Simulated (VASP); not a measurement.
# InSb (Fm-3m) in VASP: a series of runs

The runs below take InSb through single point, with PBE+D3(BJ).

Everything below comes from runs of VASP 6.6.1. Logs are shortened: lines on timing, memory, paths and dates and some standing lists are left out, and cuts for length are marked.

## Step 1: The cell of the first run

It takes space group Fm-3m (No. 225, cubic). Conventional cell: a = 6.044 Å, b = 6.044 Å, c = 6.044 Å, α = 90.00°, β = 90.00°, γ = 90.00°. In (site symmetry m-3m) has 6 Sb at 3.02 Å within 4.0 Å. Within 4.0 Å of Sb (site symmetry m-3m) lie 6 In at 3.02 Å.

## Step 2: Single point, PBE+D3(BJ)

INCAR

```
SYSTEM = InSb
  PREC = Accurate
  ENCUT = 520
  EDIFF = 1E-6
  ISMEAR = 0
  SIGMA = 0.15
  LREAL = .False.
  LASPH = .True.
  NELM = 80
  ALGO = Normal
  ISIF = 2
  LWAVE = .False.
  LCHARG = .False.
  GGA = PE
  IVDW = 12
  NBANDS = 16
```

KPOINTS

```
regular mesh
0
Gamma
  14 14 14
  0 0 0
```

POSCAR

```
InSb
1.0
    4.0295138602      1.0073784651      1.0073784651
    1.0073784651      4.0295138602      1.0073784651
    1.0073784651      1.0073784651      4.0295138602
In Sb
1 1
Direct
    0.0000000000      0.0000000000      0.0000000000
    0.5000000000      0.5000000000      0.5000000000
```

Potentials or basis: VASP PAW PBE potentials, release 64 (In_d, Sb).

Command:

```sh
$ cat potpaw_PBE.64/In_d/POTCAR potpaw_PBE.64/Sb/POTCAR > POTCAR
$ mpirun -np 1 vasp_std > vasp.out
```

OUTCAR:

```text
SYSTEM = InSb
   PREC = Accurate
   ENCUT = 520
   EDIFF = 1E-6
   ISMEAR = 0
   LREAL = .False.
   LASPH = .True.
   NELM = 80
   ISIF = 2
   GGA = PE
   IVDW = 12
 IVDW          = 12

 ion  position               nearest neighbor table
   1  0.000  0.000  0.000-   2 3.02   2 3.02   2 3.02   2 3.02   2 3.02   2 3.02
   2  0.500  0.500  0.500-   1 3.02   1 3.02   1 3.02   1 3.02   1 3.02   1 3.02

  LATTYP: Found a face centered cubic cell.
 ALAT       =     6.0442707903

  Lattice vectors:

 A1 = (   4.0295138602,   1.0073784651,   1.0073784651)
 A2 = (   1.0073784651,   4.0295138602,   1.0073784651)
 A3 = (   1.0073784651,   1.0073784651,   4.0295138602)

Analysis of symmetry for initial positions (statically):
=====================================================================
 Subroutine PRICEL returns:
 Original cell was already a primitive cell.

 Routine SETGRP: Setting up the symmetry group for a
 face centered cubic supercell.

 Subroutine GETGRP returns: Found 48 space group operations
 (whereof 48 operations were pure point group operations)
 out of a pool of 48 trial point group operations.

The static configuration has the point symmetry O_h .

Analysis of symmetry for dynamics (positions and initial velocities):
=====================================================================
 Subroutine PRICEL returns:
 Original cell was already a primitive cell.

 Routine SETGRP: Setting up the symmetry group for a
 face centered cubic supercell.

 Subroutine GETGRP returns: Found 48 space group operations
 (whereof 48 operations were pure point group operations)
 out of a pool of 48 trial point group operations.

The dynamic configuration has the point symmetry O_h .

 Subroutine INISYM returns: Found 48 space group operations
 (whereof 48 operations are pure point group operations),
 and found     1 'primitive' translations

----------------------------------------------------------------------------------------

                                     Primitive cell

  volume of cell :      55.2042

  direct lattice vectors                    reciprocal lattice vectors
     4.029513860  1.007378465  1.007378465     0.275743216 -0.055148643 -0.055148643
     1.007378465  4.029513860  1.007378465    -0.055148643  0.275743216 -0.055148643
     1.007378465  1.007378465  4.029513860    -0.055148643 -0.055148643  0.275743216

  length of vectors
     4.273944863  4.273944863  4.273944863     0.286560756  0.286560756  0.286560756

  position of ions in fractional coordinates (direct lattice)
     0.000000000  0.000000000  0.000000000
[... 79 lines left out ...]
   LREAL  =      F    real-space projection
   EDIFFG = 0.1E-04   stopping-criterion for IOM
   NSW    =      0    number of steps for IOM
   IBRION =     -1    ionic relax: 0-MD 1-quasi-New 2-CG
   NFREE  =      0    steps in history (QN), initial steepest desc. (CG)
   ISIF   =      2    stress and relaxation
   ISYM   =      2    0-nonsym 1-usesym 2-fastsym
   POTIM  = 0.5000    time-step for ionic-motion
   TEBEG  =    0.0;   TEEND  =   0.0 temperature during run
   PSTRESS=    0.0 pullay stress
   NELECT =      18.0000    total number of electrons
   NUPDOWN=      -1.0000    fix difference up-down
   EMIN   =  10.00;   EMAX   =-10.00  energy-range for DOS
   EFERMI =   0.00;   METHOD = LEGACY
   ISMEAR =     0;   SIGMA  =   0.15  broadening in eV -4-tet -1-fermi 0-gaus
   EFERMI_NEDOS =   21; number of points for ismear=-14 and -15
   IALGO  =     38    algorithm
   IMIX   =      4    mixing-type and parameters
     AMIX     =   0.40;   BMIX     =  1.00
     AMIX_MAG =   1.60;   BMIX_MAG =  1.00
  volume/ion in A,a.u.               =      27.60       186.27
  Fermi-wavevector in a.u.,A,eV,Ry     =   1.126787  2.129318 17.274616  1.269648
  Thomas-Fermi vector in A             =   2.263470
   LORBIT       =      0    0 simple, 1 ext, 2 COOP (PROOUT), +10 PAW based schemes
   GGA     = PE    functional components
   LHFCALC =     F    Hartree Fock is set to
   AEXX    =    0.0000 exact exchange contribution
   IVDW    =    12    specifies the selected vdW correction
   LEPSILON=     F    determine dielectric tensor
   LRPA    =     F    only Hartree local field effects (RPA)
 non-spin polarized calculation
 Gauss-broadening in eV      SIGMA  =   0.15
  energy-cutoff  :      520.00
  volume of cell :       55.20
 maximum number of plane-waves:      1524
   NGX = 15   NGY = 15   NGZ = 15

 number of electron      17.9999990 magnetization

 Free energy of the ion-electron system (eV)
  ---------------------------------------------------
  ext. energy  EPLUGINS =         0.00000000
  ---------------------------------------------------
  free energy    TOTEN  =        -6.64116166 eV

  energy without entropy =       -6.62339750  energy(sigma->0) =       -6.63227958

 E-fermi :   7.1797     XC(G=0):  -9.9360

 val. band max:        7.1677033293   @ k =   0.4286   0.1429   0.0714
 cond. band min:       7.1799525719   @ k =   0.4286   0.2143  -0.0000
 fundamental gap:      0.0122492426
 Fermi energy:         7.1796686990

 k-point     1 :       0.0000    0.0000    0.0000
  band No.  band energies     occupation
      1      -7.2924      2.00000
      2      -7.2924      2.00000
      3      -7.2601      2.00000
      4      -7.2601      2.00000
      5      -7.2601      2.00000
      6      -4.0560      2.00000
[... 433 lines left out ...]
      3      -7.2653      2.00000
      4      -7.2429      2.00000
      5      -7.2386      2.00000
      6      -3.2262      2.00000
[... 8 lines left out ...]
     15      15.7613      0.00000
     16      15.9783      0.00000

 [... further k-points ...]

------------------------ aborting loop because EDIFF is reached ----------------------------------------

 Edisp (eV)   -0.83077

 E8    (eV) :    -0.4010

  FORCE on cell =-STRESS in cart. coord.  units (eV):
  Direction    XX          YY          ZZ          XY          YZ          ZX
  --------------------------------------------------------------------------------------
  -------------------------------------------------------------------------------------
  Total       0.10090     0.10090     0.10090     0.00000     0.00000     0.00000
  in kB       2.92853     2.92853     2.92853     0.00000     0.00000     0.00000
  external pressure =        2.93 kB  Pullay stress =        0.00 kB

 VOLUME and BASIS-vectors are now :
 -----------------------------------------------------------------------------
  energy-cutoff  :      520.00
  volume of cell :       55.20
      direct lattice vectors                 reciprocal lattice vectors
     4.029513860  1.007378465  1.007378465     0.275743216 -0.055148643 -0.055148643
     1.007378465  4.029513860  1.007378465    -0.055148643  0.275743216 -0.055148643
     1.007378465  1.007378465  4.029513860    -0.055148643 -0.055148643  0.275743216

 POSITION                                       TOTAL-FORCE (eV/Angst)
 -----------------------------------------------------------------------------------
      0.00000      0.00000      0.00000         0.000000     -0.000000      0.000000
      3.02214      3.02214      3.02214        -0.000000      0.000000     -0.000000
 -----------------------------------------------------------------------------------
    total drift:                               -0.000000      0.000000      0.000000

  FREE ENERGIE OF THE ION-ELECTRON SYSTEM (eV)
  ---------------------------------------------------
  free  energy   TOTEN  =        -7.4719302268 eV

  energy  without entropy=       -7.4541660649  energy(sigma->0) =       -7.46304815
```

OSZICAR:

```text
N       E                     dE             d eps       ncg     rms          rms(c)
DAV:   1     0.111802081585E+03    0.11180E+03   -0.80085E+03  3328   0.119E+03
DAV:   2    -0.156057580636E+00   -0.11196E+03   -0.10849E+03  3832   0.295E+02
DAV:   3    -0.652145476214E+01   -0.63654E+01   -0.63287E+01  4288   0.696E+01
DAV:   4    -0.668785924375E+01   -0.16640E+00   -0.16636E+00  4056   0.122E+01
DAV:   5    -0.669711936985E+01   -0.92601E-02   -0.92599E-02  4936   0.245E+00    0.352E+00
DAV:   6    -0.664237626952E+01    0.54743E-01   -0.11200E-01  4464   0.558E+00    0.196E+00
DAV:   7    -0.664080954853E+01    0.15667E-02   -0.24646E-02  5000   0.189E+00    0.579E-01
DAV:   8    -0.664105747911E+01   -0.24793E-03   -0.24060E-03  4160   0.625E-01    0.133E-01
DAV:   9    -0.664115570376E+01   -0.98225E-04   -0.17526E-04  4504   0.134E-01    0.539E-02
DAV:  10    -0.664115853902E+01   -0.28353E-05   -0.10242E-05  4136   0.248E-02    0.106E-02
DAV:  11    -0.664116157395E+01   -0.30349E-05   -0.31634E-06  4104   0.163E-02    0.706E-03
DAV:  12    -0.664116165879E+01   -0.84844E-07   -0.91049E-08  2272   0.293E-03
   1 F= -.74719302E+01 E0= -.74630481E+01  d E =-.177642E-01
```

Wall time 43 s (1 thread of Intel Xeon Platinum 8559C (Emerald Rapids), shared host); peak memory 0.25 GiB.

Results:

```
Free energy                : -7.4719 eV
Pressure                   : 0.3 GPa
Band gap on the k mesh     : zero (bands 9 and 10 overlap by 2.86 eV)
Dispersion energy per atom : -0.415 eV
```

Levels at points of the mesh, in eV from the Fermi level:
| k point | band 5 | band 6 | band 7 | band 8 | band 9 | band 10 | band 11 | band 12 | band 13 | band 14 |
| --- | --- | --- | --- | --- | --- | --- | --- | --- | --- | --- |
| (0.00, 0.00, 0.00) | -14.44 | -11.24 | -0.15 | -0.06 | -0.06 | -0.06 | 6.19 | 6.19 | 6.19 | 6.20 |
| (0.50, 0.00, 0.00) | -14.41 | -9.31 | -6.61 | 0.35 | 0.35 | 2.24 | 2.47 | 2.47 | 3.43 | 10.26 |
| (0.50, 0.50, 0.00) | -14.39 | -8.53 | -4.66 | -3.31 | -2.24 | -2.24 | 3.16 | 8.55 | 8.55 | 10.50 |

Caveat: spin-orbit coupling is left out, which moves the levels of the heavy elements.

## Step 3: Single point, PBE+D3(BJ)

INCAR, as its differences from that of step 2:

```diff
@@ -9,3 +9,3 @@
   NELM = 80
-  ALGO = Normal
+  ALGO = Fast
   ISIF = 2
```

KPOINTS is that of step 2.

POSCAR is that of step 2.

Potentials or basis: VASP PAW PBE potentials, release 64 (In_d, Sb).

Command:

```sh
$ cat potpaw_PBE.64/In_d/POTCAR potpaw_PBE.64/Sb/POTCAR > POTCAR
$ mpirun -np 1 vasp_std > vasp.out
```

Wall time 2.1 min (1 thread of Oxide Virtual Turin-like, shared host); peak memory 0.22 GiB.

Results (log left out):

| Quantity | Value |
| --- | --- |
| Free energy | -7.4719 eV |
| Pressure | 0.5 GPa |
| Band gap on the k mesh | zero (bands 9 and 10 overlap by 2.86 eV) |
| Dispersion energy per atom | -0.415 eV |

Levels at points of the mesh, in eV from the Fermi level:
| k point | band 5 | band 6 | band 7 | band 8 | band 9 | band 10 | band 11 | band 12 | band 13 | band 14 |
| --- | --- | --- | --- | --- | --- | --- | --- | --- | --- | --- |
| (0.00, 0.00, 0.00) | -14.44 | -11.24 | -0.15 | -0.06 | -0.06 | -0.06 | 6.19 | 6.19 | 6.19 | 6.20 |
| (0.50, 0.00, 0.00) | -14.41 | -9.31 | -6.61 | 0.35 | 0.35 | 2.24 | 2.47 | 2.47 | 3.43 | 10.26 |
| (0.50, 0.50, 0.00) | -14.39 | -8.53 | -4.66 | -3.31 | -2.24 | -2.24 | 3.16 | 8.55 | 8.55 | 10.50 |

Caveat: spin-orbit coupling is left out, which moves the levels of the heavy elements.
